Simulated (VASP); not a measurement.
Write the native input for VASP 6.6.1 that does the following.

- Task: single point
- Functional: PBE
- Potentials or basis: VASP PAW PBE potentials, release 64 (Sb, As, C)
- Cutoff: 520 eV
- k mesh: 6 × 6 × 2
- Occupations: gaussian, width 0.1 eV
- Spin: no spin polarisation
- Dipole correction: no
- Further INCAR settings: ALGO = Normal; EDIFF = 1e-06; NBANDS = 20

The structure of Sb2As2C lies in POSCAR:

```
Sb2As2C
1.0
    4.0476909300      0.0000000000      0.0000000000
   -2.0238454700      3.5054031700      0.0000000000
    0.0000000000      0.0000000000      8.6987430600
Sb As C
2 2 1
Direct
    0.0000000000      0.0000000000      0.2076934400
    0.0000000000      0.0000000000      0.7923065600
    0.3333333300      0.6666666700      0.0000000000
    0.6666666700      0.3333333300      0.0000000000
    0.6666666700      0.3333333300      0.5000000000
```

The cell was generated, and may not be a known phase.

These files were run (other wordings do the same):

INCAR

```
SYSTEM = Sb2As2C
PREC = Accurate
ENCUT = 520
EDIFF = 1E-6
ISMEAR = 0
SIGMA = 0.1
LREAL = .False.
LASPH = .True.
NELM = 100
ALGO = Normal
ISIF = 2
LWAVE = .False.
LCHARG = .False.
GGA = PE
NBANDS = 20
```

KPOINTS

```
Automatic mesh
0
Gamma
  6 6 2
  0 0 0
```

Potentials or basis: VASP PAW PBE potentials, release 64 (Sb, As, C).

Run with:

```console
$ cat potpaw_PBE.64/Sb/POTCAR potpaw_PBE.64/As/POTCAR potpaw_PBE.64/C/POTCAR > POTCAR
$ mpirun -np 1 vasp_std > vasp.out
```

Results of the run:

| Property | Result |
| --- | --- |
| Pressure | 10.3 GPa |
| Largest force | 3.155 eV/Å |
| Band gap on the k mesh | zero (bands 12 and 13 overlap by 0.46 eV) |

Caveat: the k points lie up to 0.36 Å⁻¹ apart; semilocal functionals underestimate gaps, and a narrow one can read as zero; spin-orbit coupling is left out, which moves the levels of the heavy elements; forces of over 1 eV/Å act on the atoms, so gaps and moduli don't describe the material at rest.

Run time: 24 s on 1 thread of Intel(R) Xeon(R) 6975P-C (Granite Rapids) (shared host), peak memory 0.25 GiB.
